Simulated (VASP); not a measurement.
# In2Te2S (P4/mmm) in VASP: notebook

The runs below take In2Te2S through single point, with PBE.

All numbers are computed with VASP 6.6.1; they aren't measurements. Logs are shortened: lines on timing, memory, paths and dates and some standing lists are left out, and cuts for length are marked.

### 1 The cell of the first run

Symmetry: P4/mmm, No. 123, tetragonal system. The conventional cell has a = 4.891 Å, b = 4.891 Å, c = 6.825 Å, α = 90.00°, β = 90.00°, γ = 90.00°. In (site symmetry mmm) has 2 Te at 2.45 Å within 3.2 Å. Within 3.2 Å of Te (site symmetry 4/mmm) lie 4 In at 2.45 Å. Within 4.5 Å of Te (site symmetry 4/mmm) lie 4 S at 3.46 Å and 8 In at 4.20 Å. Within 4.5 Å of S (site symmetry 4/mmm) lie 6 Te at 3.41 to 3.46 Å and 8 In at 4.20 Å.

The cell was generated, and may not be a known phase.

### 2 Single point, PBE

INCAR

```
SYSTEM = In2Te2S
ALGO = Normal
EDIFF = 1E-7
ENCUT = 520
GGA = PE
ISIF = 2
ISMEAR = 0
LASPH = .TRUE.
LCHARG = .TRUE.
LELF = .TRUE.
LREAL = .FALSE.
LVHAR = .TRUE.
LWAVE = .FALSE.
NBANDS = 30
NELM = 60
PREC = Accurate
SIGMA = 0.1
```

KPOINTS

```
k-points
0
G
  4 4 4
  0 0 0
```

POSCAR

```
In2Te2S
1.0
    4.8911166500      0.0000000000      0.0000000000
    0.0000000000      4.8911166500      0.0000000000
    0.0000000000      0.0000000000      6.8247977100
In Te S
2 2 1
Direct
    0.5000000000      0.0000000000      0.0000000000
    0.0000000000      0.5000000000      0.0000000000
    0.0000000000      0.0000000000      0.0000000000
    0.5000000000      0.5000000000      0.5000000000
    0.0000000000      0.0000000000      0.5000000000
```

Potentials or basis: VASP PAW PBE potentials, release 64 (In_d, Te, S).

Command:

```console
> cat potpaw_PBE.64/In_d/POTCAR potpaw_PBE.64/Te/POTCAR potpaw_PBE.64/S/POTCAR > POTCAR
> mpirun -np 1 vasp_std > vasp.out
```

OUTCAR:

```text
SYSTEM = In2Te2S
   EDIFF = 1E-7
   ENCUT = 520
   GGA = PE
   ISIF = 2
   ISMEAR = 0
   LASPH = .TRUE.
   LREAL = .FALSE.
   NELM = 60
   PREC = Accurate

 ion  position               nearest neighbor table
   1  0.500  0.000  0.000-   3 2.45   3 2.45   2 3.46   2 3.46   2 3.46   2 3.46
   2  0.000  0.500  0.000-   3 2.45   3 2.45   1 3.46   1 3.46   1 3.46   1 3.46
   3  0.000  0.000  0.000-   1 2.45   2 2.45   2 2.45   1 2.45
   4  0.500  0.500  0.500-
   5  0.000  0.000  0.500-

  LATTYP: Found a simple tetragonal cell.
 ALAT       =     4.8911166500
 C/A-ratio  =     1.3953455209

  Lattice vectors:

 A1 = (   4.8911166500,   0.0000000000,   0.0000000000)
 A2 = (   0.0000000000,   4.8911166500,   0.0000000000)
 A3 = (   0.0000000000,   0.0000000000,   6.8247977100)

Analysis of symmetry for initial positions (statically):
=====================================================================
 Subroutine PRICEL returns:
 Original cell was already a primitive cell.

 Routine SETGRP: Setting up the symmetry group for a
 simple tetragonal supercell.

 Subroutine GETGRP returns: Found 16 space group operations
 (whereof 16 operations were pure point group operations)
 out of a pool of 16 trial point group operations.

The static configuration has the point symmetry D_4h.

Analysis of symmetry for dynamics (positions and initial velocities):
=====================================================================
 Subroutine PRICEL returns:
 Original cell was already a primitive cell.

 Routine SETGRP: Setting up the symmetry group for a
 simple tetragonal supercell.

 Subroutine GETGRP returns: Found 16 space group operations
 (whereof 16 operations were pure point group operations)
 out of a pool of 16 trial point group operations.

The dynamic configuration has the point symmetry D_4h.

 Subroutine INISYM returns: Found 16 space group operations
 (whereof 16 operations are pure point group operations),
 and found     1 'primitive' translations

----------------------------------------------------------------------------------------

                                     Primitive cell

  volume of cell :     163.2698

  direct lattice vectors                    reciprocal lattice vectors
     4.891116650  0.000000000  0.000000000     0.204452290  0.000000000  0.000000000
     0.000000000  4.891116650  0.000000000     0.000000000  0.204452290  0.000000000
[... 84 lines left out ...]
   EDIFF  = 0.1E-06   stopping-criterion for ELM
   LREAL  =      F    real-space projection
   EDIFFG = 0.1E-05   stopping-criterion for IOM
   NSW    =      0    number of steps for IOM
   IBRION =     -1    ionic relax: 0-MD 1-quasi-New 2-CG
   NFREE  =      0    steps in history (QN), initial steepest desc. (CG)
   ISIF   =      2    stress and relaxation
   ISYM   =      2    0-nonsym 1-usesym 2-fastsym
   POTIM  = 0.5000    time-step for ionic-motion
   TEBEG  =    0.0;   TEEND  =   0.0 temperature during run
   PSTRESS=    0.0 pullay stress
   NELECT =      44.0000    total number of electrons
   NUPDOWN=      -1.0000    fix difference up-down
   EMIN   =  10.00;   EMAX   =-10.00  energy-range for DOS
   EFERMI =   0.00;   METHOD = LEGACY
   ISMEAR =     0;   SIGMA  =   0.10  broadening in eV -4-tet -1-fermi 0-gaus
   EFERMI_NEDOS =   21; number of points for ismear=-14 and -15
   IALGO  =     38    algorithm
   IMIX   =      4    mixing-type and parameters
     AMIX     =   0.40;   BMIX     =  1.00
     AMIX_MAG =   1.60;   BMIX_MAG =  1.00
  volume/ion in A,a.u.               =      32.65       220.36
  Fermi-wavevector in a.u.,A,eV,Ry     =   1.057443  1.998278 15.213850  1.118186
  Thomas-Fermi vector in A             =   2.192716
   LORBIT       =      0    0 simple, 1 ext, 2 COOP (PROOUT), +10 PAW based schemes
   GGA     = PE    functional components
   LHFCALC =     F    Hartree Fock is set to
   AEXX    =    0.0000 exact exchange contribution
   IVDW    =     0    specifies the selected vdW correction
   LEPSILON=     F    determine dielectric tensor
   LRPA    =     F    only Hartree local field effects (RPA)
 non-spin polarized calculation
 Gauss-broadening in eV      SIGMA  =   0.10
  energy-cutoff  :      520.00
  volume of cell :      163.27
 maximum number of plane-waves:      4416
   NGX = 19   NGY = 19   NGZ = 25

 number of electron      43.9999995 magnetization

 Free energy of the ion-electron system (eV)
  ---------------------------------------------------
  ext. energy  EPLUGINS =         0.00000000
  ---------------------------------------------------
  free energy    TOTEN  =        -8.52021714 eV

  energy without entropy =       -8.48249627  energy(sigma->0) =       -8.50135671

 E-fermi :   4.6722     XC(G=0):  -8.7899

 val. band max:        4.6588084057   @ k =   0.2500   0.0000   0.0000
 cond. band min:       4.6751229476   @ k =   0.2500   0.2500   0.5000
 fundamental gap:      0.0163145419
 Fermi energy:         4.6722414517

 k-point     1 :       0.0000    0.0000    0.0000
  band No.  band energies     occupation
      1     -12.2252      2.00000
      2     -10.8650      2.00000
      3     -10.8044      2.00000
      4     -10.6575      2.00000
      5     -10.6575      2.00000
      6     -10.5452      2.00000
[... 583 lines left out ...]
     29       9.7113      0.00000
     30      10.5177      0.00000

------------------------ aborting loop because EDIFF is reached ----------------------------------------

  FORCE on cell =-STRESS in cart. coord.  units (eV):
  Direction    XX          YY          ZZ          XY          YZ          ZX
  --------------------------------------------------------------------------------------
  -------------------------------------------------------------------------------------
  Total       21.7128340     21.7128340     -4.3922005      0.0000000      0.0000000     -0.0000000
  in kB      213.0694920    213.0694920    -43.1009572      0.0000000      0.0000000     -0.0000000
  external PRESSURE =     127.6793423 kB  Pullay stress =       0.0000000 kB

 VOLUME and BASIS-vectors are now :
 -----------------------------------------------------------------------------
  energy-cutoff  :      520.00
  volume of cell :      163.27
      direct lattice vectors                 reciprocal lattice vectors
     4.891116650  0.000000000  0.000000000     0.204452290  0.000000000  0.000000000
     0.000000000  4.891116650  0.000000000     0.000000000  0.204452290  0.000000000
     0.000000000  0.000000000  6.824797710     0.000000000  0.000000000  0.146524489

 POSITION                                       TOTAL-FORCE (eV/Angst)
 -----------------------------------------------------------------------------------
      2.44556      0.00000      0.00000         0.000000      0.000000      0.000000
      0.00000      2.44556      0.00000         0.000000      0.000000      0.000000
      0.00000      0.00000      0.00000         0.000000      0.000000      0.000000
      2.44556      2.44556      3.41240         0.000000      0.000000      0.000000
      0.00000      0.00000      3.41240         0.000000      0.000000      0.000000
 -----------------------------------------------------------------------------------
    total drift:                                0.000000      0.000000     -0.000000

  FREE ENERGIE OF THE ION-ELECTRON SYSTEM (eV)
  ---------------------------------------------------
  free  energy   TOTEN  =        -8.5202171395 eV

  energy  without entropy=       -8.4824962711  energy(sigma->0) =       -8.50135671
```

OSZICAR:

```text
N       E                     dE             d eps       ncg     rms          rms(c)
DAV:   1     0.378481856968E+03    0.37848E+03   -0.18952E+04  1080   0.147E+03
DAV:   2     0.351410244146E+02   -0.34334E+03   -0.33191E+03  1122   0.371E+02
DAV:   3    -0.717670045715E+01   -0.42318E+02   -0.40512E+02  1410   0.139E+02
DAV:   4    -0.948019338337E+01   -0.23035E+01   -0.22861E+01  1246   0.333E+01
DAV:   5    -0.959371362056E+01   -0.11352E+00   -0.11350E+00  1654   0.749E+00    0.135E+01
DAV:   6    -0.913277609738E+01    0.46094E+00   -0.13772E+01  1462   0.160E+01    0.152E+01
DAV:   7    -0.856717816895E+01    0.56560E+00   -0.20313E+00  1230   0.395E+00    0.959E+00
DAV:   8    -0.872335310272E+01   -0.15617E+00   -0.19808E+00  1326   0.361E+00    0.424E+00
DAV:   9    -0.852399009401E+01    0.19936E+00   -0.65757E-01  1192   0.208E+00    0.142E+00
DAV:  10    -0.852007314382E+01    0.39170E-02   -0.55973E-02  1454   0.690E-01    0.718E-01
DAV:  11    -0.852075448660E+01   -0.68134E-03   -0.12108E-02  1478   0.359E-01    0.315E-01
DAV:  12    -0.852045362484E+01    0.30086E-03   -0.45858E-03  1452   0.201E-01    0.130E-01
DAV:  13    -0.852039350242E+01    0.60122E-04   -0.31439E-03  1546   0.191E-01    0.197E-01
DAV:  14    -0.852023806064E+01    0.15544E-03   -0.36705E-04  1428   0.619E-02    0.813E-02
DAV:  15    -0.852021895865E+01    0.19102E-04   -0.76308E-05  1516   0.316E-02    0.191E-02
DAV:  16    -0.852021688661E+01    0.20720E-05   -0.98277E-06  1354   0.101E-02    0.529E-03
DAV:  17    -0.852021720327E+01   -0.31666E-06   -0.30831E-06  1180   0.547E-03    0.574E-03
DAV:  18    -0.852021713950E+01    0.63776E-07   -0.48236E-07   948   0.238E-03
   1 F= -.85202171E+01 E0= -.85013567E+01  d E =-.377209E-01
```

stdout:

```text
POSCAR found type information on POSCAR InTeS
 POSCAR found :  3 types and       5 ions
 scaLAPACK will be used
 LDA part: xc-table for (Slater+PW92), standard interpolation
 POSCAR, INCAR and KPOINTS ok, starting setup
 FFT: planning ... GRIDC
 FFT: planning ... GRID_SOFT
 FFT: planning ... GRID
 WAVECAR not read
 entering main loop
```

It took 68 s on 1 thread of AMD EPYC 9R14 (Zen 4), shared host; peak memory 0.26 GiB.

Results:

- Free energy: -8.5202 eV
- Pressure: 12.8 GPa
- Band gap on the k mesh: zero (bands 22 and 23 overlap by 1.90 eV)

Stress tensor (GPa, compression positive):
```
21.31  0.00  0.00
 0.00 21.31  0.00
 0.00  0.00 -4.31
```

Caveat: the stress differs along the axes, from -4 to 21 GPa; spin-orbit coupling is left out, which moves the levels of the heavy elements; this functional lacks dispersion, which binds layers or chains, so the pressure and a relaxed spacing across them are unreliable.

### 3 Single point, PBE

This run uses another cell than the first one, of 34.56 Å³/atom.

INCAR

```
SYSTEM = In2Te2S
  PREC = Accurate
  ENCUT = 520
  EDIFF = 1E-6
  ISMEAR = 0
  SIGMA = 0.1
  LREAL = .FALSE.
  LASPH = .TRUE.
  NELM = 60
  ALGO = Normal
  ISIF = 2
  LWAVE = .FALSE.
  LCHARG = .FALSE.
  GGA = PE
  NBANDS = 30
```

KPOINTS

```
regular mesh
0
G
  4 4 4
  0 0 0
```

Changes to POSCAR since step 2:

```diff
@@ -2,5 +2,5 @@
 1.0
-    4.8911166500      0.0000000000      0.0000000000
-    0.0000000000      4.8911166500      0.0000000000
-    0.0000000000      0.0000000000      6.8247977100
+    5.9207936910      0.0000000000      0.0000000000
+    0.0000000000      5.9207936910      0.0000000000
+    0.0000000000      0.0000000000      4.9288312908
 In Te S
```

Potentials or basis: VASP PAW PBE potentials, release 64 (In_d, Te, S).

Command:

```console
> cat potpaw_PBE.64/In_d/POTCAR potpaw_PBE.64/Te/POTCAR potpaw_PBE.64/S/POTCAR > POTCAR
> mpirun -np 1 vasp_std > vasp.out
```

Wall time 67 s (1 thread of AMD EPYC 9R14 (Zen 4), shared host); peak memory 0.3 GiB.

Results (log left out):

```
Free energy            : -14.1304 eV
Pressure               : 0.0 GPa
Band gap on the k mesh : zero (bands 22 and 23 overlap by 1.75 eV)
```

Stress tensor (GPa, compression positive):
```
-0.08  0.00  0.00
 0.00 -0.08  0.00
 0.00  0.00  0.08
```

Levels at points of the mesh, in eV from the Fermi level:
| k point | band 19 | band 20 | band 21 | band 22 | band 23 | band 24 | band 25 | band 26 |
| --- | --- | --- | --- | --- | --- | --- | --- | --- |
| (0.00, 0.00, 0.00) | -0.97 | -0.97 | -0.74 | -0.36 | -0.36 | 3.59 | 3.82 | 4.04 |
| (0.50, 0.00, 0.00) | -1.27 | -0.65 | -0.35 | 0.06 | 0.86 | 2.25 | 2.69 | 2.85 |
| (0.50, 0.50, 0.00) | -0.72 | -0.72 | -0.39 | 0.33 | 1.86 | 1.86 | 2.10 | 2.10 |
| (0.00, 0.00, 0.50) | -2.09 | -0.70 | -0.26 | -0.26 | -0.14 | 0.45 | 1.47 | 1.75 |
| (0.50, 0.00, 0.50) | -1.51 | -1.42 | -0.67 | -0.59 | 0.18 | 0.74 | 1.34 | 2.51 |
| (0.50, 0.50, 0.50) | -0.88 | -0.28 | -0.28 | 0.22 | 0.60 | 0.60 | 2.76 | 3.04 |

Caveat: spin-orbit coupling is left out, which moves the levels of the heavy elements.

The gap in the log of VASP goes by the Fermi energy; the results here count the filled bands.